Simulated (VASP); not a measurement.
# CaOs2 (P4/mmm) in VASP: single point with PBE

Aim: the single point of CaOs2 with PBE.

Everything below comes from runs of VASP 6.6.1. Logs are shortened: lines on timing, memory, paths and dates and some standing lists are left out, and cuts for length are marked.

### 1 The cell of the first run

Symmetry: P4/mmm, No. 123, tetragonal system. The conventional cell has a = 2.763 Å, b = 2.763 Å, c = 7.193 Å, α = 90.00°, β = 90.00°, γ = 90.00°. Ca (site symmetry 4/mmm) has 4 Ca at 2.76 Å and 8 Os at 3.13 Å within 3.6 Å. Within 3.0 Å of Os (site symmetry 4mm) lie 5 Os at 2.31 to 2.76 Å.

The cell was generated, and may not be a known phase.

### 2 Single point, PBE

File INCAR:

```
PREC     = Accurate       # precision mode
ENCUT    = 560            # plane-wave cutoff, eV
EDIFF    = 1E-6           # SCF threshold, eV
ISMEAR   = 0              # smearing method
SIGMA    = 0.1            # smearing width, eV
LREAL    = False          # projectors in reciprocal space
LASPH    = True           # aspherical terms in the spheres
NELM     = 120            # most SCF steps
ALGO     = Normal         # electronic algorithm
ISIF     = 2              # what is computed and relaxed
LWAVE    = False          # write WAVECAR
LCHARG   = False          # write CHGCAR
GGA      = PE             # functional
NBANDS   = 28             # bands
GGA_COMPAT= False
```

File KPOINTS:

```
regular mesh
0
Gamma
  6 6 4
```

File POSCAR:

```
CaOs2
1.0
    2.7631658678      0.0000000000      0.0000000000
    0.0000000000      2.7631658678      0.0000000000
    0.0000000000      0.0000000000      7.1933916172
Ca Os
1 2
Direct
    0.0000000000      0.0000000000      0.0000000000
    0.5000000000      0.5000000000      0.3397014000
    0.5000000000      0.5000000000      0.6602986000
```

Potentials or basis: VASP PAW PBE potentials, release 64 (Ca_sv, Os_sv_GW).

Started as:

```
cat potpaw_PBE.64/Ca_sv/POTCAR potpaw_PBE.64/Os_sv_GW/POTCAR > POTCAR
mpirun -np 1 vasp_std > vasp.out
```

OUTCAR:

```text
PREC = Accurate
   ENCUT = 560
   EDIFF = 1E-6
   ISMEAR = 0
   LREAL = False
   LASPH = True
   NELM = 120
   ISIF = 2
   GGA = PE

 ion  position               nearest neighbor table
   1  0.000  0.000  0.000-   2 3.13   3 3.13   2 3.13   3 3.13   2 3.13   3 3.13   2 3.13   3 3.13

   2  0.500  0.500  0.340-   3 2.31   1 3.13   1 3.13   1 3.13   1 3.13
   3  0.500  0.500  0.660-   2 2.31   1 3.13   1 3.13   1 3.13   1 3.13

  LATTYP: Found a simple tetragonal cell.
 ALAT       =     2.7631658678
 C/A-ratio  =     2.6033151687

  Lattice vectors:

 A1 = (   2.7631658678,   0.0000000000,   0.0000000000)
 A2 = (   0.0000000000,   2.7631658678,   0.0000000000)
 A3 = (   0.0000000000,   0.0000000000,   7.1933916172)

Analysis of symmetry for initial positions (statically):
=====================================================================
 Subroutine PRICEL returns:
 Original cell was already a primitive cell.

 Routine SETGRP: Setting up the symmetry group for a
 simple tetragonal supercell.

 Subroutine GETGRP returns: Found 16 space group operations
 (whereof 16 operations were pure point group operations)
 out of a pool of 16 trial point group operations.

The static configuration has the point symmetry D_4h.

Analysis of symmetry for dynamics (positions and initial velocities):
=====================================================================
 Subroutine PRICEL returns:
 Original cell was already a primitive cell.

 Routine SETGRP: Setting up the symmetry group for a
 simple tetragonal supercell.

 Subroutine GETGRP returns: Found 16 space group operations
 (whereof 16 operations were pure point group operations)
 out of a pool of 16 trial point group operations.

The dynamic configuration has the point symmetry D_4h.

 Subroutine INISYM returns: Found 16 space group operations
 (whereof 16 operations are pure point group operations),
 and found     1 'primitive' translations

----------------------------------------------------------------------------------------

                                     Primitive cell

  volume of cell :      54.9222

  direct lattice vectors                    reciprocal lattice vectors
     2.763165868  0.000000000  0.000000000     0.361903718  0.000000000  0.000000000
     0.000000000  2.763165868  0.000000000     0.000000000  0.361903718  0.000000000
     0.000000000  0.000000000  7.193391617     0.000000000  0.000000000  0.139016483

  length of vectors
     2.763165868  2.763165868  7.193391617     0.361903718  0.361903718  0.139016483

  position of ions in fractional coordinates (direct lattice)
     0.000000000  0.000000000  0.000000000
     0.500000000  0.500000000  0.339701400
     0.500000000  0.500000000  0.660298600

  ion indices of the primitive-cell ions
   primitive index   ion index
                 1           1
                 2           2
                 3           3

----------------------------------------------------------------------------------------

 KPOINTS: regular mesh

Automatic generation of k-mesh.
 Grid dimensions read from file:
 generate k-points for:    6    6    4

 Generating k-lattice:

  Cartesian coordinates                     Fractional coordinates (reciprocal lattice)
     0.060317286  0.000000000  0.000000000     0.166666667  0.000000000  0.000000000
     0.000000000  0.060317286  0.000000000     0.000000000  0.166666667  0.000000000
     0.000000000  0.000000000  0.034754121     0.000000000  0.000000000  0.250000000

  Length of vectors
     0.060317286  0.060317286  0.034754121

  Shift w.r.t. Gamma in fractional coordinates (k-lattice)
     0.000000000  0.000000000  0.000000000

 Subroutine IBZKPT returns following result:
 ===========================================

 Found     30 irreducible k-points:

 Following reciprocal coordinates:
            Coordinates               Weight
  0.000000  0.000000  0.000000      1.000000
  0.166667  0.000000  0.000000      4.000000
  0.333333  0.000000  0.000000      4.000000
  0.500000  0.000000  0.000000      2.000000
  0.166667  0.166667  0.000000      4.000000
  0.333333  0.166667  0.000000      8.000000
[... 16 lines left out ...]
  0.333333  0.000000  0.500000      4.000000
  0.500000  0.000000  0.500000      2.000000
 [... further k-points ...]
   k-points           NKPTS =     30   k-points in BZ     NKDIM =     30   number of bands    NBANDS=     28
   number of dos      NEDOS =    301   number of ions     NIONS =      3
   total plane-waves  NPLWV =  32256
   dimension x,y,z NGX =    24 NGY =   24 NGZ =   56
   dimension x,y,z NGXF=    48 NGYF=   48 NGZF=  112
   ions per type =               1   2
   NGX,Y,Z   is equivalent  to a cutoff of  14.44, 14.44, 12.94 a.u.
   NGXF,Y,Z  is equivalent  to a cutoff of  28.88, 28.88, 25.88 a.u.
 SYSTEM =  unknown system
   PREC   = accura    normal or accurate (medium, high low for compatibility)
   ISTART =      0    job   : 0-new  1-cont  2-samecut
   ICHARG =      2    charge: 1-file 2-atom 10-const
   ISPIN  =      1    spin polarized calculation?
   LNONCOLLINEAR =      F non collinear calculations
   LSORBIT =      F    spin-orbit coupling
   LASPH  =      T    aspherical Exc in radial PAW
   ENCUT  =  560.0 eV  41.16 Ry    6.42 a.u.   5.33  5.33 13.88*2*pi/ulx,y,z
   NELM   =    120;   NELMIN=  2; NELMDL= -5     # of ELM steps
   EDIFF  = 0.1E-05   stopping-criterion for ELM
   LREAL  =      F    real-space projection
   EDIFFG = 0.1E-04   stopping-criterion for IOM
   NSW    =      0    number of steps for IOM
   IBRION =     -1    ionic relax: 0-MD 1-quasi-New 2-CG
   NFREE  =      0    steps in history (QN), initial steepest desc. (CG)
   ISIF   =      2    stress and relaxation
   ISYM   =      2    0-nonsym 1-usesym 2-fastsym
   POTIM  = 0.5000    time-step for ionic-motion
   TEBEG  =    0.0;   TEEND  =   0.0 temperature during run
   PSTRESS=    0.0 pullay stress
   NELECT =      42.0000    total number of electrons
   NUPDOWN=      -1.0000    fix difference up-down
   EMIN   =  10.00;   EMAX   =-10.00  energy-range for DOS
   EFERMI =   0.00;   METHOD = LEGACY
   ISMEAR =     0;   SIGMA  =   0.10  broadening in eV -4-tet -1-fermi 0-gaus
   EFERMI_NEDOS =   21; number of points for ismear=-14 and -15
   IALGO  =     38    algorithm
   IMIX   =      4    mixing-type and parameters
     AMIX     =   0.40;   BMIX     =  1.00
     AMIX_MAG =   1.60;   BMIX_MAG =  1.00
  volume/ion in A,a.u.               =      18.31       123.54
  Fermi-wavevector in a.u.,A,eV,Ry     =   1.497070  2.829052 30.493623  2.241218
  Thomas-Fermi vector in A             =   2.609005
   LORBIT       =      0    0 simple, 1 ext, 2 COOP (PROOUT), +10 PAW based schemes
   GGA     = PE    functional components
   LHFCALC =     F    Hartree Fock is set to
   AEXX    =    0.0000 exact exchange contribution
   IVDW    =     0    specifies the selected vdW correction
   LEPSILON=     F    determine dielectric tensor
   LRPA    =     F    only Hartree local field effects (RPA)
 non-spin polarized calculation
 Gauss-broadening in eV      SIGMA  =   0.10
  energy-cutoff  :      560.00
  volume of cell :       54.92
 maximum number of plane-waves:      1672
 NGX is ok and might be reduce to    24
   NGX = 11   NGY = 11   NGZ = 27

 number of electron      42.0000000 magnetization

 Free energy of the ion-electron system (eV)
  ---------------------------------------------------
  ext. energy  EPLUGINS =         0.00000000
  ---------------------------------------------------
  free energy    TOTEN  =       -23.67370799 eV

  energy without entropy =      -23.65887077  energy(sigma->0) =      -23.66628938

 E-fermi :   8.0196     XC(G=0): -12.1575

 val. band max:        8.0084455300   @ k =   0.5000   0.5000   0.0000
 cond. band min:       8.0722071923   @ k =   0.1667   0.1667   0.5000
 fundamental gap:      0.0637616623
 Fermi energy:         8.0195824746

 k-point     1 :       0.0000    0.0000    0.0000
  band No.  band energies     occupation
      1     -77.9614      2.00000
      2     -77.8425      2.00000
      3     -37.9812      2.00000
      4     -37.0728      2.00000
      5     -37.0728      2.00000
      6     -36.9410      2.00000
[... 20 lines left out ...]
     27      10.1627      0.00000
     28      14.8956      0.00000

 k-point     2 :       0.1667    0.0000    0.0000
  band No.  band energies     occupation
      1     -77.9550      2.00000
      2     -77.8365      2.00000
      3     -37.9677      2.00000
      4     -37.1908      2.00000
      5     -37.0631      2.00000
      6     -37.0536      2.00000
[... 20 lines left out ...]
     27      11.3048      0.00000
     28      14.5605      0.00000

 k-point     3 :       0.3333    0.0000    0.0000
  band No.  band energies     occupation
      1     -77.9428      2.00000
      2     -77.8242      2.00000
      3     -37.9407      2.00000
      4     -37.4221      2.00000
      5     -37.2727      2.00000
      6     -37.0439      2.00000
[... 20 lines left out ...]
     27      12.9934      0.00000
     28      13.8782      0.00000

 k-point     4 :       0.5000    0.0000    0.0000
  band No.  band energies     occupation
      1     -77.9365      2.00000
      2     -77.8181      2.00000
      3     -37.9273      2.00000
      4     -37.5351      2.00000
      5     -37.3801      2.00000
      6     -37.0339      2.00000
[... 578 lines left out ...]
     27      11.3721      0.00000
     28      14.4882      0.00000

 k-point    23 :       0.3333    0.0000    0.5000
  band No.  band energies     occupation
      1     -77.9425      2.00000
      2     -77.8244      2.00000
      3     -37.9406      2.00000
      4     -37.4216      2.00000
      5     -37.2731      2.00000
      6     -37.0435      2.00000
[... 20 lines left out ...]
     27      13.2132      0.00000
     28      14.0096      0.00000

 k-point    24 :       0.5000    0.0000    0.5000
  band No.  band energies     occupation
      1     -77.9361      2.00000
      2     -77.8180      2.00000
      3     -37.9270      2.00000
      4     -37.5347      2.00000
      5     -37.3801      2.00000
      6     -37.0337      2.00000
[... 20 lines left out ...]
     27      12.8909      0.00000
     28      13.1945      0.00000

 [... further k-points ...]
[... 5 lines left out ...]
  --------------------------------------------------------------------------------------
  -------------------------------------------------------------------------------------
  Total       -0.1292635     -0.1292635      0.0835704      0.0000000     -0.0000000     -0.0000000
  in kB       -3.7708461     -3.7708461      2.4378985      0.0000000     -0.0000000     -0.0000000
  external PRESSURE =      -1.7012646 kB  Pullay stress =       0.0000000 kB

 VOLUME and BASIS-vectors are now :
 -----------------------------------------------------------------------------
  energy-cutoff  :      560.00
  volume of cell :       54.92
      direct lattice vectors                 reciprocal lattice vectors
     2.763165868  0.000000000  0.000000000     0.361903718  0.000000000  0.000000000
     0.000000000  2.763165868  0.000000000     0.000000000  0.361903718  0.000000000
     0.000000000  0.000000000  7.193391617     0.000000000  0.000000000  0.139016483

 POSITION                                       TOTAL-FORCE (eV/Angst)
 -----------------------------------------------------------------------------------
      0.00000      0.00000      0.00000         0.000000     -0.000000      0.000000
      1.38158      1.38158      2.44361         0.000000     -0.000000     -0.066830
      1.38158      1.38158      4.74979         0.000000      0.000000      0.066830
 -----------------------------------------------------------------------------------
    total drift:                                0.000000     -0.000000     -0.000000

  FREE ENERGIE OF THE ION-ELECTRON SYSTEM (eV)
  ---------------------------------------------------
  free  energy   TOTEN  =       -23.6737079936 eV

  energy  without entropy=      -23.6588707703  energy(sigma->0) =      -23.66628938
```

Wall time 29 s (1 thread of Intel Xeon 6975P-C (Granite Rapids), shared host); peak memory 0.2 GiB.

What came out:

```yaml
Free_energy: -23.6737 eV
Pressure: -0.2 GPa
Largest_force: 0.067 eV/Å
Band_gap_on_the_k_mesh: zero (bands 21 and 22 overlap by 2.95 eV)
```

Forces in eV/Å, atoms in the order of the input:
```
Ca   0.000  0.000  0.000
Os   0.000  0.000 -0.067
Os   0.000  0.000  0.067
```

Caveat: the k points lie up to 0.38 Å⁻¹ apart, too coarse for converged energies and pressures of a metal; spin-orbit coupling is left out, which moves the levels of the heavy elements.

The gap in the log of VASP goes by the Fermi energy; the results here count the filled bands.